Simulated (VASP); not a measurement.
# Ta12HCN in VASP: settings compared

Aim: see how the results for Ta12HCN move with the level of theory and the settings. Levels: PBEsol, RPBE. Tasks: single point.

All numbers are computed with VASP 6.6.1; they aren't measurements. Logs are shortened: lines on timing, memory, paths and dates and some standing lists are left out, and cuts for length are marked.

## (1) The cell of the first run

The cell holds a slab with vacuum, 15 atoms: a = 5.720 Å, b = 5.720 Å, c = 24.886 Å, α = 90.00°, β = 90.00°, γ = 109.47°.

## (2) Single point, PBEsol

Input file INCAR:

```
SYSTEM = Ta12HCN
ALGO = Fast
DIPOL = 0.5 0.5 0.467
EDIFF = 1E-6
ENCUT = 520
GGA = PS
IDIPOL = 3
ISIF = 2
ISMEAR = -1
LASPH = .True.
LCHARG = .True.
LDIPOL = .True.
LELF = .True.
LREAL = Auto
LVACPOTAV = .True.
LVHAR = .True.
LWAVE = .False.
NBANDS = 84
NELM = 100
PREC = Accurate
SIGMA = 0.05
```

Input file KPOINTS:

```
k-points
0
Gamma
  5 5 1
  0 0 0
```

Input file POSCAR:

```
Ta12HCN
1.0
    5.7202017150      0.0000000000      0.0000000000
   -1.9067339050      5.3930578966      0.0000000000
    0.0000000000      0.0000000000     24.8861251426
Ta C N H
12 1 1 1
Direct
    0.2500000000      0.2500000000      0.3214642679
    0.2500000000      0.7500000000      0.3214642679
    0.7500000000      0.2500000000      0.3214642679
    0.7500000000      0.7500000000      0.3214642679
    0.5000000000      0.5000000000      0.4153022020
    0.5000000000      0.0000000000      0.4153022020
    0.0000000000      0.5000000000      0.4153022020
    0.0000000000      0.0000000000      0.4153022020
    0.7500000000      0.7500000000      0.5091401361
    0.7500000000      0.2500000000      0.5091401361
    0.2500000000      0.7500000000      0.5091401361
    0.2500000000      0.2500000000      0.5091401361
    0.2500000000      0.2500000000      0.6729703820
    0.2500000000      0.2500000000      0.6264745939
    0.2500000000      0.2500000000      0.7155041229
```

Potentials or basis: VASP PAW PBE potentials, release 64 (Ta_pv, C, N, H).

The run is started by

```sh
$ cat potpaw_PBE.64/Ta_pv/POTCAR potpaw_PBE.64/C/POTCAR potpaw_PBE.64/N/POTCAR potpaw_PBE.64/H/POTCAR > POTCAR
$ mpirun -np 1 vasp_std > vasp.out
```

OUTCAR:

```text
SYSTEM = Ta12HCN
   EDIFF = 1E-6
   ENCUT = 520
   GGA = PS
   ISIF = 2
   ISMEAR = -1
   LASPH = .True.
   LREAL = Auto
   NELM = 100
   PREC = Accurate

 ion  position               nearest neighbor table
   1  0.250  0.250  0.321-   5 2.86   8 2.86   3 2.86   3 2.86   2 2.86   2 2.86   7 3.30   6 3.30
                             4 3.30   4 3.30
   2  0.250  0.750  0.321-   6 2.86   7 2.86   4 2.86   4 2.86   1 2.86   1 2.86   5 3.30   8 3.30
                             3 3.30   3 3.30
   3  0.750  0.250  0.321-   6 2.86   7 2.86   1 2.86   1 2.86   4 2.86   4 2.86   5 3.30   8 3.30
                             2 3.30   2 3.30
   4  0.750  0.750  0.321-   5 2.86   8 2.86   2 2.86   2 2.86   3 2.86   3 2.86   7 3.30   6 3.30
                             1 3.30   1 3.30
   5  0.500  0.500  0.415-   1 2.86   4 2.86   9 2.86  12 2.86   7 2.86   7 2.86   6 2.86   6 2.86
                            11 3.30   2 3.30   3 3.30  10 3.30   8 3.30   8 3.30
   6  0.500  0.000  0.415-   2 2.86   3 2.86  10 2.86  11 2.86   8 2.86   8 2.86   5 2.86   5 2.86
                             4 3.30  12 3.30   9 3.30   1 3.30   7 3.30   7 3.30
   7  0.000  0.500  0.415-   2 2.86   3 2.86  10 2.86  11 2.86   5 2.86   5 2.86   8 2.86   8 2.86
                             4 3.30  12 3.30   9 3.30   1 3.30   6 3.30   6 3.30
   8  0.000  0.000  0.415-   1 2.86   4 2.86   9 2.86  12 2.86   6 2.86   6 2.86   7 2.86   7 2.86
                            11 3.30   2 3.30   3 3.30  10 3.30   5 3.30   5 3.30
   9  0.750  0.750  0.509-   5 2.86   8 2.86  11 2.86  11 2.86  10 2.86  10 2.86   7 3.30   6 3.30
                            12 3.30  12 3.30
  10  0.750  0.250  0.509-   6 2.86   7 2.86  12 2.86  12 2.86   9 2.86   9 2.86   5 3.30   8 3.30
                            11 3.30  11 3.30
  11  0.250  0.750  0.509-   6 2.86   7 2.86   9 2.86   9 2.86  12 2.86  12 2.86   5 3.30   8 3.30
                            10 3.30  10 3.30
  12  0.250  0.250  0.509-   5 2.86   8 2.86  10 2.86  10 2.86  11 2.86  11 2.86   7 3.30   6 3.30
                             9 3.30   9 3.30
  13  0.250  0.250  0.673-  15 1.06  14 1.16
  14  0.250  0.250  0.626-  13 1.16
  15  0.250  0.250  0.716-  13 1.06

  LATTYP: Found a base centered orthorhombic cell.
 ALAT       =     6.6051200000
 B/A-ratio  =     1.4142135624
 C/A-ratio  =     3.7677021981

  Lattice vectors:

 A1 = (   5.7202017150,   0.0000000000,   0.0000000000)
 A2 = (  -1.9067339050,   5.3930578966,   0.0000000000)
 A3 = (   0.0000000000,   0.0000000000,  24.8861251426)

Analysis of symmetry for initial positions (statically):
=====================================================================
 Subroutine PRICEL returns:
 Original cell was already a primitive cell.

 Routine SETGRP: Setting up the symmetry group for a
[... 157 lines left out ...]
   GGA     = PS    functional components
   LHFCALC =     F    Hartree Fock is set to
   AEXX    =    0.0000 exact exchange contribution
   IVDW    =     0    specifies the selected vdW correction
   LEPSILON=     F    determine dielectric tensor
   LRPA    =     F    only Hartree local field effects (RPA)
 non-spin polarized calculation
 RMM-DIIS sequential band-by-band and
  energy-cutoff  :      520.00
  volume of cell :      767.72
 maximum number of plane-waves:     20721
 NGX is ok and might be reduce to    48
   NGX = 21   NGY = 21   NGZ = 93

 dipolmoment           0.000000      0.000000      0.186849 electrons x Angstroem

 number of electron     141.9999995 magnetization

 dipolmoment           0.000000      0.000000     -0.570761 electrons x Angstroem

 Free energy of the ion-electron system (eV)
  ---------------------------------------------------
  ext. energy  EPLUGINS =         0.00000000
  ---------------------------------------------------
  free energy    TOTEN  =      -160.45632627 eV

  energy without entropy =     -160.33919599  energy(sigma->0) =     -160.39776113

 E-fermi :  -0.6083     XC(G=0):  -4.9062

 val. band max:       -0.6231932305   @ k =   0.2000   0.2000   0.0000
 cond. band min:      -0.5509875750   @ k =  -0.4000   0.2000   0.0000
 fundamental gap:      0.0722056555
 Fermi energy:        -0.6082943012

 k-point     1 :       0.0000    0.0000    0.0000
  band No.  band energies     occupation
      1     -35.0989      2.00000
      2     -35.0842      2.00000
      3     -35.0820      2.00000
      4     -35.0411      2.00000
      5     -35.0308      2.00000
      6     -34.9952      2.00000
[... 763 lines left out ...]
     82       0.8856      0.00000
     83       1.0800      0.00000
 [bands above 83 left out]

------------------------ aborting loop because EDIFF is reached ----------------------------------------

  FORCE on cell =-STRESS in cart. coord.  units (eV):
  Direction    XX          YY          ZZ          XY          YZ          ZX
  --------------------------------------------------------------------------------------
  -------------------------------------------------------------------------------------
  Total      -23.3612147    -22.8824006    -12.3643924      0.6771455      0.0000000     -0.0000000
  in kB      -48.7531068    -47.7538575    -25.8035616      1.4131520      0.0000000     -0.0000000
  external PRESSURE =     -40.7701753 kB  Pullay stress =       0.0000000 kB

 VOLUME and BASIS-vectors are now :
 -----------------------------------------------------------------------------
  energy-cutoff  :      520.00
  volume of cell :      767.72
      direct lattice vectors                 reciprocal lattice vectors
     5.720201715  0.000000000  0.000000000     0.174819010  0.061807854  0.000000000
    -1.906733905  5.393057897  0.000000000     0.000000000  0.185423561  0.000000000
     0.000000000  0.000000000 24.886125143     0.000000000  0.000000000  0.040183033

 POSITION                                       TOTAL-FORCE (eV/Angst)
 -----------------------------------------------------------------------------------
      0.95337      1.34826      8.00000        -0.000000     -0.000000      0.651938
      0.00000      4.04479      8.00000         0.000000     -0.000000      0.669246
      3.81347      1.34826      8.00000         0.000000     -0.000000      0.669246
      2.86010      4.04479      8.00000        -0.000000     -0.000000      0.604694
      1.90673      2.69653     10.33526         0.015889      0.022471     -0.051574
      2.86010      0.00000     10.33526        -0.021847      0.015448      0.023810
     -0.95337      2.69653     10.33526         0.021847     -0.015448      0.023810
      0.00000      0.00000     10.33526        -0.015889     -0.022471     -0.051574
      2.86010      4.04479     12.67053         0.000000     -0.000000     -0.776681
      3.81347      1.34826     12.67053        -0.000000     -0.000000     -0.789436
      0.00000      4.04479     12.67053        -0.000000     -0.000000     -0.789436
      0.95337      1.34826     12.67053        -0.000000     -0.000000      0.332363
      0.95337      1.34826     16.74763         0.000000     -0.000000     -0.239150
      0.95337      1.34826     15.59053        -0.000000     -0.000000     -0.974980
      0.95337      1.34826     17.80613        -0.000000     -0.000000      0.697721
 -----------------------------------------------------------------------------------
    total drift:                                0.000000      0.000000     -0.026294

  FREE ENERGIE OF THE ION-ELECTRON SYSTEM (eV)
  ---------------------------------------------------
  free  energy   TOTEN  =      -160.4563262678 eV

  energy  without entropy=     -160.3391959929  energy(sigma->0) =     -160.39776113

 vacuum level on the upper side and lower side of the slab         0.974         4.321
```

OSZICAR:

```text
N       E                     dE             d eps       ncg     rms          rms(c)
DAV:   1     0.115620444705E+04    0.11562E+04   -0.77331E+04  1952   0.144E+03
DAV:   2    -0.964928039937E+02   -0.12527E+04   -0.12285E+04  1788   0.368E+02
DAV:   3    -0.170592193509E+03   -0.74099E+02   -0.70564E+02  1860   0.750E+01
[... 26 lines left out ...]
RMM:  30    -0.160456318270E+03   -0.81915E-05   -0.23004E-06   868   0.165E-03    0.555E-04
RMM:  31    -0.160456322166E+03   -0.38954E-05   -0.11838E-06   786   0.137E-03    0.474E-04
RMM:  32    -0.160456324635E+03   -0.24696E-05   -0.65602E-07   694   0.117E-03    0.254E-04
RMM:  33    -0.160456325735E+03   -0.10999E-05   -0.37668E-07   644   0.103E-03    0.205E-04
RMM:  34    -0.160456326268E+03   -0.53277E-06   -0.23371E-07   572   0.939E-04
   1 F= -.16045633E+03 E0= -.16039776E+03  d E =-.117130E+00
```

It took 54 min on 1 thread of Oxide Virtual Turin-like, shared host; peak memory 1.1 GiB.

Results:

```
Free energy            : -160.4563 eV
Largest force          : 0.975 eV/Å
Band gap on the k mesh : zero (bands 71 and 72 overlap by 0.76 eV)
```

Forces in eV/Å, atoms in the order of the input:
```
Ta   0.000  0.000  0.652
Ta   0.000  0.000  0.669
Ta   0.000  0.000  0.669
Ta   0.000  0.000  0.605
Ta   0.016  0.022 -0.052
Ta  -0.022  0.015  0.024
Ta   0.022 -0.015  0.024
Ta  -0.016 -0.022 -0.052
Ta   0.000  0.000 -0.777
Ta   0.000  0.000 -0.789
Ta   0.000  0.000 -0.789
Ta   0.000  0.000  0.332
C    0.000  0.000 -0.239
N    0.000  0.000 -0.975
H    0.000  0.000  0.698
```

Caveat: the PAW data sets were made with another functional, which shifts forces and pressure a little; spin-orbit coupling is left out, which moves the levels of the heavy elements.

## (3) Single point, RPBE

Input file INCAR:

```
ALGO = Fast ; DIPOL = 0.5 0.5 0.467
EDIFF = 1E-7 ; ENCUT = 520
GGA = RP ; IDIPOL = 3
ISIF = 2 ; ISMEAR = -1
LASPH = True ; LCHARG = False
LDIPOL = True ; LREAL = Auto
LWAVE = False ; NBANDS = 84
NELM = 100 ; PREC = Accurate
SIGMA = 0.05
```

Input file KPOINTS:

```
k-points
0
Gamma
  5 5 1
```

POSCAR is that of step 2.

Potentials or basis: VASP PAW PBE potentials, release 64 (Ta_pv, C, N, H).

The run is started by

```sh
$ cat potpaw_PBE.64/Ta_pv/POTCAR potpaw_PBE.64/C/POTCAR potpaw_PBE.64/N/POTCAR potpaw_PBE.64/H/POTCAR > POTCAR
$ mpirun -np 1 vasp_std > vasp.out
```

Wall time 60 min (1 thread of Oxide Virtual Turin-like, shared host); peak memory 1.1 GiB.

Results (log left out):

```yaml
Free_energy: -146.4954 eV
Largest_force: 1.361 eV/Å
Band_gap_on_the_k_mesh: zero (bands 71 and 72 overlap by 0.72 eV)
```

Forces in eV/Å, atoms in the order of the input:
```
Ta   0.000  0.000  0.159
Ta   0.000  0.000  0.175
Ta   0.000  0.000  0.175
Ta   0.000  0.000  0.112
Ta   0.015  0.021 -0.048
Ta  -0.022  0.016  0.029
Ta   0.022 -0.016  0.029
Ta  -0.015 -0.021 -0.048
Ta   0.000  0.000 -0.318
Ta   0.000  0.000 -0.340
Ta   0.000  0.000 -0.340
Ta   0.000  0.000  0.639
C    0.000  0.000  0.566
N    0.000  0.000 -1.361
H    0.000  0.000  0.571
```

Levels at points of the mesh, in eV from the Fermi level:
```csv
k point,band 68,band 69,band 70,band 71,band 72,band 73,band 74,band 75
"(0.00, 0.00, 0.00)",-0.06,0.16,0.39,0.49,0.50,0.92,1.09,1.24
```

Caveat: the PAW data sets were made with another functional, which shifts forces and pressure a little; spin-orbit coupling is left out, which moves the levels of the heavy elements.

The gap in the log of VASP goes by the Fermi energy; the results here count the filled bands.